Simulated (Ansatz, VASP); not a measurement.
**Ti in VASP and in Ansatz**

```xyz
1
Lattice="0.0000 1.9488 2.0300 1.9488 0.0000 2.0300 1.9488 1.9488 0.0000" Properties=species:S:1:pos:R:3 pbc="T T T"
Ti    0.0000    0.0000    0.0000
```

Change from the starting cell: strain -0.040 along x and y, +0.000 along z, atoms carried along.

Alike in both runs: task single point; functional PBE; k mesh 20 × 20 × 20; occupations gaussian, width 0.15 eV; no spin polarisation.

|  | VASP | Ansatz |
| --- | --- | --- |
| version | VASP 6.6.1 | Ansatz 0.2.0 |
| potentials or method | VASP PAW PBE potentials, release 64 (Ti_sv), cutoff 520 eV | scalar-relativistic, plane waves, PAW |
| valence electrons in the cell | 12 | 12 |

|  | VASP | Ansatz | Ansatz less VASP |
| --- | --- | --- | --- |
| gap on the k mesh at the Fermi level (eV) | none | none | - |
| pressure (GPa) | 15.3 | 15.8 | +0.49 |
| traceless stress, the component that is largest in VASP (GPa) | -0.96 | -0.94 | +0.020 |

A gap of «none» marks a metal or a gap that the smearing closes.
